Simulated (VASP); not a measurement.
# Sn7Se9 (a cell with a defect) in VASP: single point with PBEsol

Aim: the single point of Sn7Se9 (a cell with a defect) with PBEsol.

All numbers are computed with VASP 6.6.1; they aren't measurements. Logs are shortened: lines on timing, memory, paths and dates and some standing lists are left out, and cuts for length are marked.

### Step 1. The cell of the first run

The cell holds a defect, 16 atoms: a = 8.571 Å, b = 8.571 Å, c = 10.991 Å, α = 90.00°, β = 90.00°, γ = 90.00°.

### Step 2. Single point, PBEsol

INCAR

```
PREC     = Accurate       # precision mode
ENCUT    = 400            # plane-wave cutoff, eV
EDIFF    = 1E-6           # SCF threshold, eV
ISMEAR   = -1             # smearing method
SIGMA    = 0.05           # smearing width, eV
LREAL    = False          # projectors in reciprocal space
LASPH    = True           # aspherical terms in the spheres
NELM     = 120            # most SCF steps
ALGO     = Normal         # electronic algorithm
ISIF     = 2              # what is computed and relaxed
LWAVE    = False          # write WAVECAR
LCHARG   = False          # write CHGCAR
GGA      = PS             # functional
NBANDS   = 90             # bands
GGA_COMPAT= False
```

KPOINTS

```
regular mesh
0
Gamma
  2 2 1
```

POSCAR

```
Sn7Se9
1.0
    8.5706600000      0.0000000000      0.0000000000
    0.0000000000      8.5706600000      0.0000000000
    0.0000000000      0.0000000000     10.9906900000
Se Sn
9 7
Direct
    0.2500000000      0.0000000000      0.3722300000
    0.2500000000      0.0000000000      0.6160400000
    0.0000000000      0.2500000000      0.3839600000
    0.2500000000      0.5000000000      0.6160400000
    0.0000000000      0.7500000000      0.3839600000
    0.7500000000      0.0000000000      0.6160400000
    0.5000000000      0.2500000000      0.3839600000
    0.7500000000      0.5000000000      0.6160400000
    0.5000000000      0.7500000000      0.3839600000
    0.0000000000      0.2500000000      0.6277700000
    0.2500000000      0.5000000000      0.3722300000
    0.0000000000      0.7500000000      0.6277700000
    0.7500000000      0.0000000000      0.3722300000
    0.5000000000      0.2500000000      0.6277700000
    0.7500000000      0.5000000000      0.3722300000
    0.5000000000      0.7500000000      0.6277700000
```

Potentials or basis: VASP PAW PBE potentials, release 64 (Se, Sn_d).

Launch:

```bash
$ cat potpaw_PBE.64/Se/POTCAR potpaw_PBE.64/Sn_d/POTCAR > POTCAR
$ mpirun -np 1 vasp_std > vasp.out
```

OUTCAR:

```text
PREC = Accurate
   ENCUT = 400
   EDIFF = 1E-6
   ISMEAR = -1
   LREAL = False
   LASPH = True
   NELM = 120
   ISIF = 2
   GGA = PS

 ion  position               nearest neighbor table
   1  0.250  0.000  0.372-   2 2.68
   2  0.250  0.000  0.616-   1 2.68  10 3.03  12 3.03  14 3.03  16 3.03
   3  0.000  0.250  0.384-  10 2.68  11 3.03  13 3.03  15 3.03
   4  0.250  0.500  0.616-  11 2.68  10 3.03  12 3.03  14 3.03  16 3.03
   5  0.000  0.750  0.384-  12 2.68  11 3.03  13 3.03  15 3.03
   6  0.750  0.000  0.616-  13 2.68  12 3.03  10 3.03  14 3.03  16 3.03
   7  0.500  0.250  0.384-  14 2.68  13 3.03  11 3.03  15 3.03
   8  0.750  0.500  0.616-  15 2.68  12 3.03  14 3.03  10 3.03  16 3.03
   9  0.500  0.750  0.384-  16 2.68  13 3.03  15 3.03  11 3.03
  10  0.000  0.250  0.628-   3 2.68   2 3.03   4 3.03   6 3.03   8 3.03
  11  0.250  0.500  0.372-   4 2.68   3 3.03   5 3.03   7 3.03   9 3.03
  12  0.000  0.750  0.628-   5 2.68   4 3.03   2 3.03   6 3.03   8 3.03
  13  0.750  0.000  0.372-   6 2.68   5 3.03   3 3.03   7 3.03   9 3.03
  14  0.500  0.250  0.628-   7 2.68   4 3.03   6 3.03   2 3.03   8 3.03
  15  0.750  0.500  0.372-   8 2.68   5 3.03   7 3.03   3 3.03   9 3.03
  16  0.500  0.750  0.628-   9 2.68   4 3.03   6 3.03   8 3.03   2 3.03

  LATTYP: Found a simple tetragonal cell.
 ALAT       =     8.5706600000
 C/A-ratio  =     1.2823621518

  Lattice vectors:

 A1 = (   8.5706600000,   0.0000000000,   0.0000000000)
 A2 = (   0.0000000000,   8.5706600000,   0.0000000000)
 A3 = (   0.0000000000,   0.0000000000,  10.9906900000)

Analysis of symmetry for initial positions (statically):
=====================================================================
 Subroutine PRICEL returns:
 Original cell was already a primitive cell.

 Routine SETGRP: Setting up the symmetry group for a
 simple tetragonal supercell.

 Subroutine GETGRP returns: Found  8 space group operations
 (whereof  2 operations were pure point group operations)
 out of a pool of 16 trial point group operations.

The static configuration has the point symmetry C_1h.
 The point group associated with its full space group is C_4v.

Analysis of symmetry for dynamics (positions and initial velocities):
=====================================================================
 Subroutine PRICEL returns:
 Original cell was already a primitive cell.

 Routine SETGRP: Setting up the symmetry group for a
 simple tetragonal supercell.

 Subroutine GETGRP returns: Found  8 space group operations
 (whereof  2 operations were pure point group operations)
 out of a pool of 16 trial point group operations.

The dynamic configuration has the point symmetry C_1h.
 The point group associated with its full space group is C_4v.
[... 113 lines left out ...]
   POTIM  = 0.5000    time-step for ionic-motion
   TEBEG  =    0.0;   TEEND  =   0.0 temperature during run
   PSTRESS=    0.0 pullay stress
   NELECT =     152.0000    total number of electrons
   NUPDOWN=      -1.0000    fix difference up-down
   EMIN   =  10.00;   EMAX   =-10.00  energy-range for DOS
   EFERMI =   0.00;   METHOD = LEGACY
   ISMEAR =    -1;   SIGMA  =   0.05  broadening in eV -4-tet -1-fermi 0-gaus
   EFERMI_NEDOS =   21; number of points for ismear=-14 and -15
   IALGO  =     38    algorithm
   IMIX   =      4    mixing-type and parameters
     AMIX     =   0.40;   BMIX     =  1.00
     AMIX_MAG =   1.60;   BMIX_MAG =  1.00
  volume/ion in A,a.u.               =      50.46       340.51
  Fermi-wavevector in a.u.,A,eV,Ry     =   0.938292  1.773116 11.978469  0.880393
  Thomas-Fermi vector in A             =   2.065490
   LORBIT       =      0    0 simple, 1 ext, 2 COOP (PROOUT), +10 PAW based schemes
   GGA     = PS    functional components
   LHFCALC =     F    Hartree Fock is set to
   AEXX    =    0.0000 exact exchange contribution
   IVDW    =     0    specifies the selected vdW correction
   LEPSILON=     F    determine dielectric tensor
   LRPA    =     F    only Hartree local field effects (RPA)
 non-spin polarized calculation
  energy-cutoff  :      400.00
  volume of cell :      807.33
 maximum number of plane-waves:     14688
 NGX is ok and might be reduce to    56
   NGX = 27   NGY = 27   NGZ = 35

 number of electron     152.0000072 magnetization

 Free energy of the ion-electron system (eV)
  ---------------------------------------------------
  ext. energy  EPLUGINS =         0.00000000
  ---------------------------------------------------
  free energy    TOTEN  =       -67.61967736 eV

  energy without entropy =      -67.52984582  energy(sigma->0) =      -67.57476159

 E-fermi :   0.7637     XC(G=0):  -6.0555

 val. band max:        0.7376086998   @ k =   0.0000   0.0000   0.0000
 cond. band min:       0.8111611664   @ k =   0.0000   0.0000   0.0000
 fundamental gap:      0.0735524667
 Fermi energy:         0.7637423477

 k-point     1 :       0.0000    0.0000    0.0000
  band No.  band energies     occupation
      1     -20.6719      2.00000
      2     -20.6572      2.00000
      3     -20.6572      2.00000
      4     -20.6561      2.00000
      5     -20.6519      2.00000
      6     -20.6476      2.00000
[... 262 lines left out ...]
     87       2.9400      0.00000
     88       3.8689      0.00000
 [bands above 88 left out]

------------------------ aborting loop because EDIFF is reached ----------------------------------------

  FORCE on cell =-STRESS in cart. coord.  units (eV):
  Direction    XX          YY          ZZ          XY          YZ          ZX
  --------------------------------------------------------------------------------------
  -------------------------------------------------------------------------------------
  Total       -7.4074931     -7.4074931     -3.3739281      0.0000000     -0.0000000      0.0000000
  in kB      -14.7003726    -14.7003726     -6.6956525      0.0000000     -0.0000000      0.0000000
  external PRESSURE =     -12.0321326 kB  Pullay stress =       0.0000000 kB

 VOLUME and BASIS-vectors are now :
 -----------------------------------------------------------------------------
  energy-cutoff  :      400.00
  volume of cell :      807.33
      direct lattice vectors                 reciprocal lattice vectors
     8.570660000  0.000000000  0.000000000     0.116677129  0.000000000  0.000000000
     0.000000000  8.570660000  0.000000000     0.000000000  0.116677129  0.000000000
     0.000000000  0.000000000 10.990690000     0.000000000  0.000000000  0.090986098

 POSITION                                       TOTAL-FORCE (eV/Angst)
 -----------------------------------------------------------------------------------
      2.14267      0.00000      4.09106         0.000000      0.000000      1.224637
      2.14267      0.00000      6.77070         0.000000      0.000000     -1.086200
      0.00000      2.14267      4.21999        -0.012083      0.012083     -0.116785
      2.14267      4.28533      6.77070         0.000000      0.000000      0.076089
      0.00000      6.42800      4.21999        -0.012083     -0.012083     -0.116785
      6.42800      0.00000      6.77070         0.000000      0.000000      0.076089
[... 8 lines left out ...]
      6.42800      4.28533      4.09106         0.000000      0.000000      0.199099
      4.28533      6.42800      6.89963         0.095597     -0.095597     -0.132234
 -----------------------------------------------------------------------------------
    total drift:                                0.000000     -0.000000     -0.001066

  FREE ENERGIE OF THE ION-ELECTRON SYSTEM (eV)
  ---------------------------------------------------
  free  energy   TOTEN  =       -67.6196773575 eV

  energy  without entropy=      -67.5298458227  energy(sigma->0) =      -67.57476159
```

OSZICAR:

```text
N       E                     dE             d eps       ncg     rms          rms(c)
DAV:   1     0.139232868841E+04    0.13923E+04   -0.58846E+04   612   0.143E+03
DAV:   2     0.156964463071E+03   -0.12354E+04   -0.12026E+04   588   0.370E+02
DAV:   3    -0.524117518739E+02   -0.20938E+03   -0.20481E+03   640   0.175E+02
DAV:   4    -0.686986233724E+02   -0.16287E+02   -0.16021E+02   624   0.487E+01
DAV:   5    -0.693015168745E+02   -0.60289E+00   -0.60047E+00   696   0.890E+00    0.942E+00
DAV:   6    -0.677507964333E+02    0.15507E+01   -0.33206E+00   726   0.660E+00    0.566E+00
DAV:   7    -0.676685875751E+02    0.82209E-01   -0.13674E+00   688   0.332E+00    0.234E+00
DAV:   8    -0.676221476311E+02    0.46440E-01   -0.12633E-01   632   0.184E+00    0.666E-01
DAV:   9    -0.676114067223E+02    0.10741E-01   -0.37816E-02   648   0.746E-01    0.281E-01
DAV:  10    -0.676077830668E+02    0.36237E-02   -0.90963E-03   672   0.365E-01    0.212E-01
DAV:  11    -0.676081426152E+02   -0.35955E-03   -0.48621E-03   624   0.199E-01    0.104E-01
DAV:  12    -0.676116551836E+02   -0.35126E-02   -0.52363E-03   624   0.146E-01    0.986E-02
DAV:  13    -0.676177185345E+02   -0.60634E-02   -0.16200E-03   664   0.919E-02    0.461E-02
DAV:  14    -0.676195924224E+02   -0.18739E-02   -0.49226E-04   600   0.613E-02    0.226E-02
DAV:  15    -0.676196787944E+02   -0.86372E-04   -0.66917E-05   584   0.277E-02    0.117E-02
DAV:  16    -0.676196751988E+02    0.35956E-05   -0.13462E-05   560   0.154E-02    0.492E-03
DAV:  17    -0.676196767971E+02   -0.15983E-05   -0.46653E-06   512   0.587E-03    0.217E-03
DAV:  18    -0.676196773575E+02   -0.56037E-06   -0.44204E-07   360   0.276E-03
   1 F= -.67619677E+02 E0= -.67574762E+02  d E =-.898315E-01
```

Run time: 2.9 min. Hardware: 1 thread of AMD EPYC 9R45 (Zen 5), shared host; peak memory 0.5 GiB.

Results:

```yaml
Free_energy: -67.6197 eV
Pressure: -1.2 GPa
Largest_force: 1.225 eV/Å
Band_gap_on_the_k_mesh: zero (bands 76 and 77 overlap by 0.26 eV)
```

Forces in eV/Å, atoms in the order of the input:
```
Se   0.000  0.000  1.225
Se   0.000  0.000 -1.086
Se  -0.012  0.012 -0.117
Se   0.000  0.000  0.076
Se  -0.012 -0.012 -0.117
Se   0.000  0.000  0.076
Se   0.012  0.012 -0.117
Se   0.000  0.000  0.387
Se   0.012 -0.012 -0.117
Sn  -0.096  0.096 -0.132
Sn   0.000  0.000  0.060
Sn  -0.096 -0.096 -0.132
Sn   0.000  0.000  0.060
Sn   0.096  0.096 -0.132
Sn   0.000  0.000  0.199
Sn   0.096 -0.096 -0.132
```

Stress tensor (GPa, compression positive):
```
-1.47  0.00  0.00
 0.00 -1.47  0.00
 0.00  0.00 -0.67
```

Caveat: the k points lie up to 0.37 Å⁻¹ apart; the PAW data sets were made with another functional, which shifts forces and pressure a little; spin-orbit coupling is left out, which moves the levels of the heavy elements.
